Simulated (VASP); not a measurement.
# NaSrYWO6 (F-43m) in VASP: a series of runs

Runs on NaSrYWO6. Level: PBE. Tasks: single point.

All numbers are computed with VASP 6.6.1; they aren't measurements. Logs are shortened: lines on timing, memory, paths and dates and some standing lists are left out, and cuts for length are marked.

### Step 1. The cell of the first run

Symmetry: F-43m, No. 216, cubic system. Conventional cell: a = 8.293 Å, b = 8.293 Å, c = 8.293 Å, α = 90.00°, β = 90.00°, γ = 90.00°. Na (site symmetry -43m) has 12 O at 2.94 Å and 4 Y at 3.59 Å and 4 W at 3.59 Å within 3.9 Å. Within 3.9 Å of Sr (site symmetry -43m) lie 12 O at 2.94 Å and 4 Y at 3.59 Å and 4 W at 3.59 Å. Within 2.9 Å of Y (site symmetry -43m) lie 6 O at 2.22 Å. W (site symmetry -43m) has 6 O at 1.93 Å within 2.6 Å. Within 2.6 Å of O (site symmetry 2mm) lie 1 W at 1.93 Å and 1 Y at 2.22 Å.

### Step 2. Single point, PBE

Contents of INCAR:

```
SYSTEM = NaSrYWO6
  PREC = Accurate
  ENCUT = 1130
  EDIFF = 1E-6
  ISMEAR = 0
  SIGMA = 0.05
  LREAL = .False.
  LASPH = .True.
  NELM = 120
  ALGO = Normal
  ISIF = 2
  LWAVE = .False.
  LCHARG = .True.
  GGA = PE
  LELF = .True.
  LVHAR = .True.
  NBANDS = 51
  GGA_COMPAT = .False.
```

Contents of KPOINTS:

```
regular mesh
0
Gamma
  6 6 6
  0 0 0
```

Contents of POSCAR:

```
NaSrYWO6
1.0
    0.0000000000      4.1464292456      4.1464292456
    4.1464292456      0.0000000000      4.1464292456
    4.1464292456      4.1464292456      0.0000000000
Na Sr Y W O
1 1 1 1 6
Direct
    0.2500000000      0.2500000000      0.2500000000
    0.7500000000      0.7500000000      0.7500000000
    0.5000000000      0.5000000000      0.5000000000
    0.0000000000      0.0000000000      0.0000000000
    0.7674166850      0.2325833150      0.2325833150
    0.2325833150      0.7674166850      0.7674166850
    0.7674166850      0.7674166850      0.2325833150
    0.2325833150      0.2325833150      0.7674166850
    0.2325833150      0.7674166850      0.2325833150
    0.7674166850      0.2325833150      0.7674166850
```

Potentials or basis: VASP PAW PBE potentials, release 64 (Na_sv, Sr_sv, Y_sv, W_sv, O).

The run is started by

```console
> cat potpaw_PBE.64/Na_sv/POTCAR potpaw_PBE.64/Sr_sv/POTCAR potpaw_PBE.64/Y_sv/POTCAR potpaw_PBE.64/W_sv/POTCAR potpaw_PBE.64/O/POTCAR > POTCAR
> mpirun -np 1 vasp_std > vasp.out
```

OUTCAR:

```text
SYSTEM = NaSrYWO6
   PREC = Accurate
   ENCUT = 1130
   EDIFF = 1E-6
   ISMEAR = 0
   LREAL = .False.
   LASPH = .True.
   NELM = 120
   ISIF = 2
   GGA = PE

 ion  position               nearest neighbor table
   1  0.250  0.250  0.250-
   2  0.750  0.750  0.750-   6 2.94   7 2.94  10 2.94   5 2.94   7 2.94   9 2.94   5 2.94   8 2.94
                            10 2.94   6 2.94   8 2.94   9 2.94   4 3.59   3 3.59   3 3.59   4 3.59
   3  0.500  0.500  0.500-   5 2.22   6 2.22   7 2.22   8 2.22   9 2.22  10 2.22   2 3.59   2 3.59
                             2 3.59   2 3.59
   4  0.000  0.000  0.000-   5 1.93   6 1.93   7 1.93   8 1.93   9 1.93  10 1.93   2 3.59   2 3.59
                             2 3.59   2 3.59
   5  0.767  0.233  0.233-   4 1.93   3 2.22   2 2.94   2 2.94
   6  0.233  0.767  0.767-   4 1.93   3 2.22   2 2.94   2 2.94
   7  0.767  0.767  0.233-   4 1.93   3 2.22   2 2.94   2 2.94
   8  0.233  0.233  0.767-   4 1.93   3 2.22   2 2.94   2 2.94
   9  0.233  0.767  0.233-   4 1.93   3 2.22   2 2.94   2 2.94
  10  0.767  0.233  0.767-   4 1.93   3 2.22   2 2.94   2 2.94

  LATTYP: Found a face centered cubic cell.
 ALAT       =     8.2928584912

  Lattice vectors:

 A1 = (   0.0000000000,   4.1464292456,   4.1464292456)
 A2 = (   4.1464292456,   0.0000000000,   4.1464292456)
 A3 = (   4.1464292456,   4.1464292456,   0.0000000000)

Analysis of symmetry for initial positions (statically):
=====================================================================
 Subroutine PRICEL returns:
 Original cell was already a primitive cell.

 Routine SETGRP: Setting up the symmetry group for a
 face centered cubic supercell.

 Subroutine GETGRP returns: Found 24 space group operations
 (whereof 24 operations were pure point group operations)
 out of a pool of 48 trial point group operations.

The static configuration has the point symmetry T_d .

Analysis of symmetry for dynamics (positions and initial velocities):
=====================================================================
 Subroutine PRICEL returns:
 Original cell was already a primitive cell.

 Routine SETGRP: Setting up the symmetry group for a
 face centered cubic supercell.

 Subroutine GETGRP returns: Found 24 space group operations
 (whereof 24 operations were pure point group operations)
 out of a pool of 48 trial point group operations.

The dynamic configuration has the point symmetry T_d .

 Subroutine INISYM returns: Found 24 space group operations
[... 110 lines left out ...]
   ISIF   =      2    stress and relaxation
   ISYM   =      2    0-nonsym 1-usesym 2-fastsym
   POTIM  = 0.5000    time-step for ionic-motion
   TEBEG  =    0.0;   TEEND  =   0.0 temperature during run
   PSTRESS=    0.0 pullay stress
   NELECT =      80.0000    total number of electrons
   NUPDOWN=      -1.0000    fix difference up-down
   EMIN   =  10.00;   EMAX   =-10.00  energy-range for DOS
   EFERMI =   0.00;   METHOD = LEGACY
   ISMEAR =     0;   SIGMA  =   0.05  broadening in eV -4-tet -1-fermi 0-gaus
   EFERMI_NEDOS =   21; number of points for ismear=-14 and -15
   IALGO  =     38    algorithm
   IMIX   =      4    mixing-type and parameters
     AMIX     =   0.40;   BMIX     =  1.00
     AMIX_MAG =   1.60;   BMIX_MAG =  1.00
  volume/ion in A,a.u.               =      14.26        96.22
  Fermi-wavevector in a.u.,A,eV,Ry     =   1.350270  2.551640 24.806532  1.823229
  Thomas-Fermi vector in A             =   2.477788
   LORBIT       =      0    0 simple, 1 ext, 2 COOP (PROOUT), +10 PAW based schemes
   GGA     = PE    functional components
   LHFCALC =     F    Hartree Fock is set to
   AEXX    =    0.0000 exact exchange contribution
   IVDW    =     0    specifies the selected vdW correction
   LEPSILON=     F    determine dielectric tensor
   LRPA    =     F    only Hartree local field effects (RPA)
 non-spin polarized calculation
 Gauss-broadening in eV      SIGMA  =   0.05
  energy-cutoff  :     1130.00
  volume of cell :      142.58
 maximum number of plane-waves:     12339
   NGX = 33   NGY = 33   NGZ = 33

 number of electron      80.0000000 magnetization

 Free energy of the ion-electron system (eV)
  ---------------------------------------------------
  ext. energy  EPLUGINS =         0.00000000
  ---------------------------------------------------
  free energy    TOTEN  =       -78.94879978 eV

  energy without entropy =      -78.94879978  energy(sigma->0) =      -78.94879978

 E-fermi :   2.5345     XC(G=0): -10.0945

 val. band max:        2.2499909369   @ k =   0.0000   0.0000   0.0000
 cond. band min:       4.7676107740   @ k =   0.5000   0.5000   0.0000
 fundamental gap:      2.5176198371
 Fermi energy:         2.5345268124

 k-point     1 :       0.0000    0.0000    0.0000
  band No.  band energies     occupation
      1     -72.2596      2.00000
      2     -48.2307      2.00000
      3     -37.3084      2.00000
      4     -36.4428      2.00000
      5     -36.4428      2.00000
      6     -36.4428      2.00000
[... 853 lines left out ...]
     50       9.7971      0.00000
     51      10.2652      0.00000

------------------------ aborting loop because EDIFF is reached ----------------------------------------

  FORCE on cell =-STRESS in cart. coord.  units (eV):
  Direction    XX          YY          ZZ          XY          YZ          ZX
  --------------------------------------------------------------------------------------
  -------------------------------------------------------------------------------------
  Total        0.5450086      0.5450086      0.5450086      0.0000000      0.0000000      0.0000000
  in kB        6.1243663      6.1243663      6.1243663      0.0000000      0.0000000      0.0000000
  external PRESSURE =       6.1243663 kB  Pullay stress =       0.0000000 kB

 VOLUME and BASIS-vectors are now :
 -----------------------------------------------------------------------------
  energy-cutoff  :     1130.00
  volume of cell :      142.58
      direct lattice vectors                 reciprocal lattice vectors
     0.000000000  4.146429246  4.146429246    -0.120585682  0.120585682  0.120585682
     4.146429246  0.000000000  4.146429246     0.120585682 -0.120585682  0.120585682
     4.146429246  4.146429246  0.000000000     0.120585682  0.120585682 -0.120585682

 POSITION                                       TOTAL-FORCE (eV/Angst)
 -----------------------------------------------------------------------------------
      2.07321      2.07321      2.07321         0.000000      0.000000      0.000000
      6.21964      6.21964      6.21964         0.000000      0.000000      0.000000
      4.14643      4.14643      4.14643         0.000000      0.000000      0.000000
      0.00000      0.00000      0.00000         0.000000      0.000000      0.000000
      1.92878      4.14643      4.14643         0.157986      0.000000     -0.000000
      6.36408      4.14643      4.14643        -0.157986      0.000000     -0.000000
      4.14643      4.14643      6.36408         0.000000      0.000000     -0.157986
      4.14643      4.14643      1.92878         0.000000      0.000000      0.157986
      4.14643      1.92878      4.14643         0.000000      0.157986     -0.000000
      4.14643      6.36408      4.14643         0.000000     -0.157986     -0.000000
 -----------------------------------------------------------------------------------
    total drift:                                0.000000      0.000000      0.000000

  FREE ENERGIE OF THE ION-ELECTRON SYSTEM (eV)
  ---------------------------------------------------
  free  energy   TOTEN  =       -78.9487997832 eV

  energy  without entropy=      -78.9487997832  energy(sigma->0) =      -78.94879978
```

stdout:

```text
POSCAR found type information on POSCAR NaSrY W O
 POSCAR found :  5 types and      10 ions
 scaLAPACK will be used
 LDA part: xc-table for (Slater+PW92), standard interpolation
 POSCAR, INCAR and KPOINTS ok, starting setup
 FFT: planning ... GRIDC
 FFT: planning ... GRID_SOFT
 FFT: planning ... GRID
 WAVECAR not read
 entering main loop
```

Wall time 6 min (1 thread of Intel Xeon Platinum 8559C (Emerald Rapids), shared host); peak memory 0.81 GiB.

What came out:

* Free energy: -78.9488 eV
* Pressure: 0.6 GPa
* Largest force: 0.158 eV/Å
* Band gap on the k mesh: 2.52 eV (least direct gap 2.54 eV)

Forces on the atoms (eV/Å):
```
Na   0.000  0.000  0.000
Sr   0.000  0.000  0.000
Y    0.000  0.000  0.000
W    0.000  0.000  0.000
O    0.158  0.000  0.000
O   -0.158  0.000  0.000
O    0.000  0.000 -0.158
O    0.000  0.000  0.158
O    0.000  0.158  0.000
O    0.000 -0.158  0.000
```

Caveat: spin-orbit coupling is left out, which moves the levels of the heavy elements.

### Step 3. Single point, PBE

Contents of INCAR:

```
SYSTEM = NaSrYWO6
PREC = Accurate ; ENCUT = 1130
EDIFF = 1E-6 ; ISMEAR = 0
SIGMA = 0.02 ; LREAL = .FALSE.
LASPH = .TRUE. ; NELM = 120
ALGO = Normal ; ISIF = 2
LWAVE = .FALSE. ; LCHARG = .FALSE.
GGA = PE ; NBANDS = 51
GGA_COMPAT = .FALSE.
```

Contents of KPOINTS:

```
Automatic mesh
0
G
  6 6 6
  0 0 0
```

POSCAR is that of step 2.

Potentials or basis: VASP PAW PBE potentials, release 64 (Na_sv, Sr_sv, Y_sv, W_sv, O).

The run is started by

```console
> cat potpaw_PBE.64/Na_sv/POTCAR potpaw_PBE.64/Sr_sv/POTCAR potpaw_PBE.64/Y_sv/POTCAR potpaw_PBE.64/W_sv/POTCAR potpaw_PBE.64/O/POTCAR > POTCAR
> mpirun -np 1 vasp_std > vasp.out
```

It took 5.6 min on 1 thread of Intel Xeon Platinum 8488C (Sapphire Rapids), shared host; peak memory 0.81 GiB.

The run converged. Its results:

```yaml
Free_energy: -78.9488 eV
Pressure: 0.6 GPa
Largest_force: 0.158 eV/Å
Band_gap_on_the_k_mesh: 2.52 eV (least direct gap 2.54 eV)
```

Forces in eV/Å, atoms in the order of the input:
```
Na   0.000  0.000  0.000
Sr   0.000  0.000  0.000
Y    0.000  0.000  0.000
W    0.000  0.000  0.000
O    0.158  0.000  0.000
O   -0.158  0.000  0.000
O    0.000  0.000 -0.158
O    0.000  0.000  0.158
O    0.000  0.158  0.000
O    0.000 -0.158  0.000
```

Levels at points of the mesh, in eV from the valence-band top:
```csv
k point,band 36,band 37,band 38,band 39,band 40,band 41,band 42,band 43,band 44,band 45
"(0.00, 0.00, 0.00)",-0.60,-0.60,0.00,0.00,0.00,2.55,2.55,2.55,4.28,6.06
"(0.50, 0.00, 0.00)",-1.06,-0.78,-0.51,-0.51,-0.31,3.32,3.56,3.56,6.11,6.11
"(0.50, 0.50, 0.00)",-1.31,-1.17,-0.71,-0.71,-0.03,2.52,4.03,4.03,6.44,6.47
```

Caveat: spin-orbit coupling is left out, which moves the levels of the heavy elements. A k mesh can miss the band edges.
